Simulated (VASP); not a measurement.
# AlO2 in VASP: a series of runs

The runs below take AlO2 through single point, relaxation of cell and atoms, with PBE.

Everything below comes from runs of VASP 6.6.1. Logs are shortened: lines on timing, memory, paths and dates and some standing lists are left out, and cuts for length are marked.

### 1 The cell of the first run

It takes space group P4/mmm (No. 123, tetragonal). The conventional cell has a = 3.113 Å, b = 3.113 Å, c = 4.766 Å, α = 90.00°, β = 90.00°, γ = 90.00°. Al (site symmetry 4/mmm) has 2 O at 1.70 Å within 2.3 Å. Within 1.8 Å of O (site symmetry 4mm) lie 1 O at 1.36 Å and 1 Al at 1.70 Å.

### 2 Single point, PBE

INCAR reads:

```
SYSTEM = AlO2
PREC = Accurate ; ENCUT = 520
EDIFF = 1E-6 ; ISMEAR = 0
SIGMA = 0.1 ; LREAL = .FALSE.
LASPH = .TRUE. ; NELM = 60
ALGO = Normal ; ISIF = 2
LWAVE = .FALSE. ; LCHARG = .FALSE.
GGA = PE ; NBANDS = 14
```

KPOINTS reads:

```
regular mesh
0
G
  6 6 4
  0 0 0
```

POSCAR reads:

```
AlO2
1.0
    3.1134953253      0.0000000000      0.0000000000
    0.0000000000      3.1134953253      0.0000000000
    0.0000000000      0.0000000000      4.7658341410
Al O
1 2
Direct
    0.5000000000      0.5000000000      0.5000000000
    0.5000000000      0.5000000000      0.8569676862
    0.5000000000      0.5000000000      0.1430323138
```

Potentials or basis: VASP PAW PBE potentials, release 64 (Al, O).

The run is started by

```
$ cat potpaw_PBE.64/Al/POTCAR potpaw_PBE.64/O/POTCAR > POTCAR
$ mpirun -np 1 vasp_std > vasp.out
```

OUTCAR:

```text
SYSTEM = AlO2
   PREC = Accurate
   ENCUT = 520
   EDIFF = 1E-6
   ISMEAR = 0
   LREAL = .FALSE.
   LASPH = .TRUE.
   NELM = 60
   ISIF = 2
   GGA = PE

 ion  position               nearest neighbor table
   1  0.500  0.500  0.500-   2 1.70   3 1.70
   2  0.500  0.500  0.857-   3 1.36   1 1.70
   3  0.500  0.500  0.143-   2 1.36   1 1.70

  LATTYP: Found a simple tetragonal cell.
 ALAT       =     3.1134953253
 C/A-ratio  =     1.5307021990

  Lattice vectors:

 A1 = (   3.1134953253,   0.0000000000,   0.0000000000)
 A2 = (   0.0000000000,   3.1134953253,   0.0000000000)
 A3 = (   0.0000000000,   0.0000000000,   4.7658341410)

Analysis of symmetry for initial positions (statically):
=====================================================================
 Subroutine PRICEL returns:
 Original cell was already a primitive cell.

 Routine SETGRP: Setting up the symmetry group for a
 simple tetragonal supercell.

 Subroutine GETGRP returns: Found 16 space group operations
 (whereof 16 operations were pure point group operations)
 out of a pool of 16 trial point group operations.

The static configuration has the point symmetry D_4h.

Analysis of symmetry for dynamics (positions and initial velocities):
=====================================================================
 Subroutine PRICEL returns:
 Original cell was already a primitive cell.

 Routine SETGRP: Setting up the symmetry group for a
 simple tetragonal supercell.

 Subroutine GETGRP returns: Found 16 space group operations
 (whereof 16 operations were pure point group operations)
 out of a pool of 16 trial point group operations.

The dynamic configuration has the point symmetry D_4h.

 Subroutine INISYM returns: Found 16 space group operations
 (whereof 16 operations are pure point group operations),
 and found     1 'primitive' translations

----------------------------------------------------------------------------------------

                                     Primitive cell

  volume of cell :      46.1993

  direct lattice vectors                    reciprocal lattice vectors
     3.113495325  0.000000000  0.000000000     0.321182432  0.000000000  0.000000000
     0.000000000  3.113495325  0.000000000     0.000000000  0.321182432  0.000000000
     0.000000000  0.000000000  4.765834141     0.000000000  0.000000000  0.209826857

  length of vectors
     3.113495325  3.113495325  4.765834141     0.321182432  0.321182432  0.209826857

  position of ions in fractional coordinates (direct lattice)
     0.500000000  0.500000000  0.500000000
     0.500000000  0.500000000  0.856967686
     0.500000000  0.500000000  0.143032314

  ion indices of the primitive-cell ions
   primitive index   ion index
                 1           1
                 2           2
                 3           3

----------------------------------------------------------------------------------------

 KPOINTS: regular mesh

Automatic generation of k-mesh.
 Grid dimensions read from file:
 generate k-points for:    6    6    4

 Generating k-lattice:

  Cartesian coordinates                     Fractional coordinates (reciprocal lattice)
     0.053530405  0.000000000  0.000000000     0.166666667  0.000000000  0.000000000
     0.000000000  0.053530405  0.000000000     0.000000000  0.166666667  0.000000000
     0.000000000  0.000000000  0.052456714     0.000000000  0.000000000  0.250000000

  Length of vectors
     0.053530405  0.053530405  0.052456714

  Shift w.r.t. Gamma in fractional coordinates (k-lattice)
     0.000000000  0.000000000  0.000000000

 Subroutine IBZKPT returns following result:
 ===========================================

 Found     30 irreducible k-points:

 Following reciprocal coordinates:
            Coordinates               Weight
  0.000000  0.000000  0.000000      1.000000
  0.166667  0.000000  0.000000      4.000000
  0.333333  0.000000  0.000000      4.000000
  0.500000  0.000000  0.000000      2.000000
  0.166667  0.166667  0.000000      4.000000
  0.333333  0.166667  0.000000      8.000000
[... 16 lines left out ...]
  0.333333  0.000000  0.500000      4.000000
  0.500000  0.000000  0.500000      2.000000
 [... further k-points ...]
   k-points           NKPTS =     30   k-points in BZ     NKDIM =     30   number of bands    NBANDS=     14
   number of dos      NEDOS =    301   number of ions     NIONS =      3
   total plane-waves  NPLWV =  20736
   dimension x,y,z NGX =    24 NGY =   24 NGZ =   36
   dimension x,y,z NGXF=    48 NGYF=   48 NGZF=   72
   ions per type =               1   2
   NGX,Y,Z   is equivalent  to a cutoff of  12.81, 12.81, 12.56 a.u.
   NGXF,Y,Z  is equivalent  to a cutoff of  25.63, 25.63, 25.12 a.u.
 SYSTEM =  AlO2
   PREC   = accura    normal or accurate (medium, high low for compatibility)
   ISTART =      0    job   : 0-new  1-cont  2-samecut
   ICHARG =      2    charge: 1-file 2-atom 10-const
   ISPIN  =      1    spin polarized calculation?
[... 68 lines left out ...]
      6       0.1406      2.00000
      7       1.4229      2.00000
      8       1.4229      2.00000
      9       5.9403      0.00000
     10       9.6146      0.00000
     11      10.0550      0.00000
     12      10.7268      0.00000
     13      10.8075      0.00000
     14      10.8075      0.00000

 k-point     2 :       0.1667    0.0000    0.0000
  band No.  band energies     occupation
      1     -21.2515      2.00000
      2     -14.1652      2.00000
      3      -8.1710      2.00000
      4      -3.2675      2.00000
      5      -2.7657      2.00000
      6       0.4902      2.00000
      7       1.0812      2.00000
      8       1.4503      2.00000
      9       6.0550      0.00000
     10       7.5626      0.00000
     11      10.2052      0.00000
     12      11.0939      0.00000
     13      11.0980      0.00000
     14      13.1211      0.00000

 k-point     3 :       0.3333    0.0000    0.0000
  band No.  band energies     occupation
      1     -21.1819      2.00000
      2     -14.0746      2.00000
      3      -7.9291      2.00000
      4      -4.0811      2.00000
      5      -2.6933      2.00000
      6       0.4640      2.00000
      7       1.3667      2.00000
      8       1.5057      2.00000
      9       4.9963      0.00000
     10       6.2549      0.00000
     11      11.6835      0.00000
     12      11.9354      0.00000
     13      11.9871      0.00000
     14      15.2217      0.00000

 k-point     4 :       0.5000    0.0000    0.0000
  band No.  band energies     occupation
      1     -21.1463      2.00000
      2     -14.0281      2.00000
      3      -7.7900      2.00000
      4      -4.4608      2.00000
      5      -2.6565      2.00000
      6       0.1800      2.00000
      7       1.5337      2.00000
      8       2.3957      0.00000
      9       3.3535      0.00000
     10       6.3463      0.00000
     11      12.6851      0.00000
     12      12.7874      0.00000
     13      13.4911      0.00000
     14      13.9391      0.00000

 k-point     5 :       0.1667    0.1667    0.0000
  band No.  band energies     occupation
      1     -21.2179      2.00000
      2     -14.1221      2.00000
      3      -8.0691      2.00000
      4      -3.2859      2.00000
      5      -3.1266      2.00000
      6       0.8137      2.00000
      7       1.0719      2.00000
      8       1.1757      2.00000
      9       6.1515      0.00000
     10       7.0801      0.00000
     11       9.5251      0.00000
[... 276 lines left out ...]
 k-point    22 :       0.1667    0.0000    0.5000
  band No.  band energies     occupation
      1     -21.1906      2.00000
      2     -14.5864      2.00000
      3      -7.0469      2.00000
      4      -3.1224      2.00000
      5      -2.7218      2.00000
      6      -1.3874      2.00000
      7       1.0824      2.00000
      8       1.2832      2.00000
      9       6.9294      0.00000
     10       8.3518      0.00000
     11       8.5778      0.00000
     12      11.7875      0.00000
     13      13.6028      0.00000
     14      15.0205      0.00000

 k-point    23 :       0.3333    0.0000    0.5000
  band No.  band energies     occupation
      1     -21.1245      2.00000
      2     -14.4619      2.00000
      3      -6.9586      2.00000
      4      -3.7952      2.00000
      5      -2.6577      2.00000
      6      -1.2871      2.00000
      7       1.0914      2.00000
      8       1.3693      2.00000
      9       5.2941      0.00000
     10       8.1176      0.00000
     11       9.7377      0.00000
     12      12.5970      0.00000
     13      13.6753      0.00000
     14      15.7387      0.00000

 k-point    24 :       0.5000    0.0000    0.5000
  band No.  band energies     occupation
      1     -21.0907      2.00000
      2     -14.3975      2.00000
      3      -6.9091      2.00000
      4      -4.1089      2.00000
      5      -2.6252      2.00000
      6      -1.3296      2.00000
      7       1.3954      2.00000
      8       1.4130      2.00000
      9       4.2815      0.00000
     10       8.1298      0.00000
     11      10.9108      0.00000
     12      12.4721      0.00000
     13      13.5300      0.00000
     14      15.0099      0.00000

 [... further k-points ...]
[... 5 lines left out ...]
  --------------------------------------------------------------------------------------
  -------------------------------------------------------------------------------------
  Total       -0.0481989     -0.0481989      0.3208388      0.0000000     -0.0000000      0.0000000
  in kB       -1.6715235     -1.6715235     11.1265892      0.0000000     -0.0000000      0.0000000
  external PRESSURE =       2.5945140 kB  Pullay stress =       0.0000000 kB

 VOLUME and BASIS-vectors are now :
 -----------------------------------------------------------------------------
  energy-cutoff  :      520.00
  volume of cell :       46.20
      direct lattice vectors                 reciprocal lattice vectors
     3.113495325  0.000000000  0.000000000     0.321182432  0.000000000  0.000000000
     0.000000000  3.113495325  0.000000000     0.000000000  0.321182432  0.000000000
     0.000000000  0.000000000  4.765834141     0.000000000  0.000000000  0.209826857

 POSITION                                       TOTAL-FORCE (eV/Angst)
 -----------------------------------------------------------------------------------
      1.55675      1.55675      2.38292         0.000000      0.000000      0.000000
      1.55675      1.55675      4.08417         0.000000     -0.000000     -0.211447
      1.55675      1.55675      0.68167         0.000000      0.000000      0.211447
 -----------------------------------------------------------------------------------
    total drift:                                0.000000     -0.000000      0.000000

  FREE ENERGIE OF THE ION-ELECTRON SYSTEM (eV)
  ---------------------------------------------------
  free  energy   TOTEN  =       -14.1502635274 eV

  energy  without entropy=      -14.1437155358  energy(sigma->0) =      -14.14698953
```

Run time: 9.2 s. Hardware: 1 thread of Intel Xeon 6975P-C, shared host; peak memory 0.15 GiB.

What came out:

```yaml
Free_energy: -14.1503 eV
Pressure: 0.3 GPa
Largest_force: 0.211 eV/Å
```

Forces in eV/Å, atoms in the order of the input:
```
Al   0.000  0.000  0.000
O    0.000  0.000 -0.211
O    0.000  0.000  0.211
```

Caveat: an odd number of electrons without spin polarisation forces a metal; a magnetic or distorted state may lie lower.

### 3 Single point, PBE

This run uses another cell than the first one, of 15.44 Å³/atom, 1.003 times its volume.

INCAR reads:

```
SYSTEM = AlO2
PREC = Accurate
ENCUT = 520
EDIFF = 1E-7
ISMEAR = 0
SIGMA = 0.1
LREAL = .False.
LASPH = .True.
NELM = 100
ALGO = Normal
ISIF = 2
LWAVE = .False.
LCHARG = .False.
GGA = PE
NBANDS = 14
```

KPOINTS reads:

```
Automatic mesh
0
Gamma
  8 4 4
  0 0 0
```

POSCAR reads:

```
AlO2
1.0
    3.1363602122      0.0000000000      0.0000000000
    0.0000000000      3.1013185526      0.0000000000
    0.0000000000      0.0000000000      4.7620656037
Al O
1 2
Direct
    0.5000000000      0.0000000000      0.5000000000
    0.5000000000      0.0000000000      0.8566526826
    0.5000000000      0.0000000000      0.1433473174
```

Potentials or basis: VASP PAW PBE potentials, release 64 (Al, O).

The run is started by

```
$ cat potpaw_PBE.64/Al/POTCAR potpaw_PBE.64/O/POTCAR > POTCAR
$ mpirun -np 1 vasp_std > vasp.out
```

Wall time 15 s (1 thread of Intel Xeon 6975P-C, shared host); peak memory 0.16 GiB.

It converged, with:

- Free energy: -14.1643 eV
- Pressure: 0.3 GPa
- Largest force: 0.229 eV/Å

Forces on the atoms (eV/Å):
```
Al   0.000  0.000  0.000
O    0.000  0.000 -0.229
O    0.000  0.000  0.229
```

Stress tensor (GPa, compression positive):
```
 0.07  0.00  0.00
 0.00 -0.13  0.00
 0.00  0.00  0.95
```

Levels at points of the mesh, in eV from the Fermi level:
| k point | band 5 | band 6 | band 7 | band 8 | band 9 | band 10 |
| --- | --- | --- | --- | --- | --- | --- |
| (0.00, 0.00, 0.00) | -4.69 | -1.78 | -0.54 | -0.49 | 3.99 | 7.67 |
| (0.50, 0.00, 0.00) | -4.55 | -1.74 | -0.39 | 0.47 | 1.36 | 4.38 |
| (0.00, 0.50, 0.00) | -4.59 | -1.76 | -0.42 | 0.47 | 1.47 | 4.40 |
| (0.50, 0.50, 0.00) | -5.90 | -1.47 | -1.43 | 2.51 | 2.61 | 4.21 |
| (0.00, 0.00, 0.50) | -4.64 | -3.42 | -0.73 | -0.67 | 5.32 | 5.82 |
| (0.50, 0.00, 0.50) | -4.52 | -3.26 | -0.60 | -0.51 | 2.35 | 6.16 |
| (0.00, 0.50, 0.50) | -4.56 | -3.27 | -0.55 | -0.49 | 2.36 | 6.17 |
| (0.50, 0.50, 0.50) | -5.69 | -2.40 | -2.33 | 2.17 | 3.92 | 3.99 |

Caveat: the k points lie up to 0.51 Å⁻¹ apart; an odd number of electrons without spin polarisation forces a metal; a magnetic or distorted state may lie lower.

### 4 Relaxation of cell and atoms, PBE

This run uses another cell than the first one, of 15.44 Å³/atom, 1.003 times its volume.

INCAR reads:

```
SYSTEM = AlO2
ALGO = Normal
EDIFF = 1E-6
EDIFFG = -0.04
ENCUT = 600
GGA = PE
IBRION = 2
ISIF = 3
ISMEAR = 0
LASPH = .TRUE.
LCHARG = .FALSE.
LREAL = .FALSE.
LWAVE = .FALSE.
NELM = 100
NSW = 90
PREC = Accurate
SIGMA = 0.1
```

KPOINTS reads:

```
k-points
0
G
  6 6 4
  0 0 0
```

POSCAR reads:

```
AlO2
1.0
    3.1188393824      0.0000000000      0.0000000000
    0.0000000000      3.1188393824      0.0000000000
    0.0000000000      0.0000000000      4.7620656037
Al O
1 2
Direct
    0.5000000000      0.5000000000      0.5000000000
    0.5000000000      0.5000000000      0.8566526826
    0.5000000000      0.5000000000      0.1433473174
```

The run is started by

```
$ cat potpaw_PBE.64/Al/POTCAR potpaw_PBE.64/O/POTCAR > POTCAR
$ mpirun -np 1 vasp_std > vasp.out
```

Wall time 30 s (1 thread of Intel Xeon 6975P-C, shared host); peak memory 0.18 GiB.

Results (log left out):

* Free energy: -14.1569 eV
* Relaxed volume: 15.45 Å³/atom
* Relaxed cell: a = 3.118 Å, b = 3.118 Å, c = 4.770 Å, α = 90.00°, β = 90.00°, γ = 90.00°
* Space group after relaxing (to 0.05 Å): P4/mmm (No. 123)
* Energy gained by relaxing: 0.2 meV/atom
* Ionic steps: 3
* Pressure after relaxing: -0.1 GPa
* Largest force after relaxing: 0.025 eV/Å

Forces in eV/Å, atoms in the order of the input:
```
Al   0.000  0.000  0.000
O    0.000  0.000  0.025
O    0.000  0.000 -0.025
```

Stress tensor (GPa, compression positive):
```
-0.23  0.00  0.00
 0.00 -0.23  0.00
 0.00  0.00  0.02
```

Step by step:
| step | energy change (eV) | largest force (eV/Å) | pressure (GPa) | volume (Å³) |
| --- | --- | --- | --- | --- |
| 1 | 0.0000 | 0.1112 | 0.22 | 46.32 |
| 2 | 0.0022 | 0.3089 | -0.98 | 46.46 |
| 3 | -0.0005 | 0.0247 | -0.15 | 46.36 |

Final structure:
```
Al O
1.0
     3.11751    0.00000    0.00000
     0.00000    3.11751    0.00000
     0.00000    0.00000    4.77044
Al O
1 2
Cartesian
  1.5588 1.5588 2.3852
  1.5588 1.5588 4.0850
  1.5588 1.5588 0.6855
```

Levels at points of the mesh, in eV from the Fermi level:
```csv
k point,band 3,band 4,band 5,band 6,band 7,band 8,band 9,band 10,band 11
"(0.00, 0.00, 0.00)",-10.15,-4.66,-4.66,-1.75,-0.51,-0.51,3.91,7.73,8.14
"(0.50, 0.00, 0.00)",-9.67,-6.32,-4.51,-1.75,-0.40,0.51,1.45,4.29,10.78
"(0.50, 0.50, 0.00)",-9.33,-5.87,-5.87,-1.45,-1.45,2.60,2.60,4.25,4.51
"(0.00, 0.00, 0.50)",-8.96,-4.61,-4.61,-3.41,-0.70,-0.70,5.23,5.86,8.40
"(0.50, 0.00, 0.50)",-8.78,-5.96,-4.48,-3.24,-0.54,-0.53,2.37,6.09,9.03
"(0.50, 0.50, 0.50)",-8.64,-5.65,-5.65,-2.35,-2.35,2.12,3.97,3.97,4.63
```

Caveat: an odd number of electrons without spin polarisation forces a metal; a magnetic or distorted state may lie lower.

### 5 Single point, PBE, collinear spin, ferromagnetic start

INCAR reads:

```
SYSTEM = AlO2
PREC = Accurate ; ENCUT = 520
EDIFF = 1E-6 ; ISMEAR = 0
SIGMA = 0.1 ; LREAL = .FALSE.
LASPH = .TRUE. ; NELM = 150
ALGO = Normal ; ISIF = 2
LWAVE = .FALSE. ; LCHARG = .TRUE.
ISPIN = 2 ; MAGMOM = 0 1 1
LORBIT = 11 ; GGA = PE
LELF = .TRUE. ; LVHAR = .TRUE.
NBANDS = 18
```

KPOINTS reads:

```
Automatic mesh
0
G
  6 6 4
  0 0 0
```

POSCAR reads:

```
AlO2
1.0
    3.1134953253      0.0000000000      0.0000000000
    0.0000000000      3.1134953253      0.0000000000
    0.0000000000      0.0000000000      4.7658341410
Al O
1 2
Direct
    0.5000000000      0.5000000000      0.5000000000
    0.5000000000      0.5000000000      0.8569676862
    0.5000000000      0.5000000000      0.1430323138
```

The run is started by

```
$ cat potpaw_PBE.64/Al/POTCAR potpaw_PBE.64/O/POTCAR > POTCAR
$ mpirun -np 1 vasp_std > vasp.out
```

It took 34 s on 1 thread of Intel Xeon 6975P-C, shared host; peak memory 0.18 GiB.

Results (log left out):

```yaml
Free_energy: -14.1503 eV
Pressure: 0.3 GPa
Largest_force: 0.211 eV/Å
Net_moment: 0.00 μB per cell
Valence_electrons_inside_the_program's_atomic_spheres: Al 0.71; O 5.01
```

Forces in eV/Å, atoms in the order of the input:
```
Al   0.000  0.000  0.000
O    0.000  0.000 -0.211
O    0.000  0.000  0.211
```

Stress tensor (GPa, compression positive):
```
-0.16  0.00  0.00
 0.00 -0.16  0.00
 0.00  0.00  1.12
```

Levels at points of the mesh, in eV from the Fermi level:
Spin up:
```csv
k point,band 3,band 4,band 5,band 6,band 7,band 8,band 9,band 10,band 11,band 12
"(0.00, 0.00, 0.00)",-10.21,-4.73,-4.73,-1.79,-0.51,-0.51,4.01,7.68,8.12,8.80
"(0.50, 0.00, 0.00)",-9.72,-6.39,-4.59,-1.75,-0.40,0.47,1.42,4.42,10.75,10.86
"(0.50, 0.50, 0.00)",-9.39,-5.95,-5.95,-1.45,-1.45,2.56,2.56,4.22,4.64,6.53
"(0.00, 0.00, 0.50)",-9.02,-4.68,-4.68,-3.43,-0.69,-0.69,5.36,5.83,8.39,9.59
"(0.50, 0.00, 0.50)",-8.84,-6.04,-4.56,-3.26,-0.54,-0.52,2.35,6.20,8.98,10.54
"(0.50, 0.50, 0.50)",-8.69,-5.73,-5.73,-2.36,-2.36,2.20,3.96,3.96,4.61,9.07
```
Spin down:
```tsv
k point	band 5	band 6	band 7	band 8	band 9	band 10
(0.00, 0.00, 0.00)	-4.73	-1.79	-0.51	-0.51	4.01	7.68
(0.50, 0.00, 0.00)	-4.59	-1.75	-0.40	0.47	1.42	4.42
(0.50, 0.50, 0.00)	-5.95	-1.45	-1.45	2.56	2.56	4.22
(0.00, 0.00, 0.50)	-4.68	-3.43	-0.69	-0.69	5.36	5.83
(0.50, 0.00, 0.50)	-4.56	-3.26	-0.54	-0.52	2.35	6.20
(0.50, 0.50, 0.50)	-5.73	-2.36	-2.36	2.20	3.96	3.96
```

### 6 The runs side by side

| task | spin | cell | k mesh | cutoff (eV) | gap on the mesh (eV) | pressure (GPa) | largest force (eV/Å) |
| --- | --- | --- | --- | --- | --- | --- | --- |
| single point | off | a = 3.113, b = 3.113, c = 4.766 Å, 3 atoms | 6 × 6 × 4 | 520 | none | 0.3 | 0.21 |
| single point | off | a = 3.136, b = 3.101, c = 4.762 Å, 3 atoms | 8 × 4 × 4 | 520 | none | 0.3 | 0.23 |
| relaxation of cell and atoms | off | relaxed from a = 3.119, b = 3.119, c = 4.762 Å, 3 atoms | 6 × 6 × 4 | 600 | none | -0.1 | 0.02 |
| single point | collinear, ferromagnetic start | a = 3.113, b = 3.113, c = 4.766 Å, 3 atoms | 6 × 6 × 4 | 520 | none | 0.3 | 0.21 |

Alike in all rows: level PBE; potentials or basis VASP PAW PBE potentials, release 64 (Al, O); smearing gaussian 0.1 eV.

Caveats: some runs use coarse meshes; an odd number of electrons without spin polarisation forces a metal (some runs); a magnetic or distorted state may lie lower (some runs).

Total energies depend on the potentials used, so only differences within one code and one set of settings carry meaning.
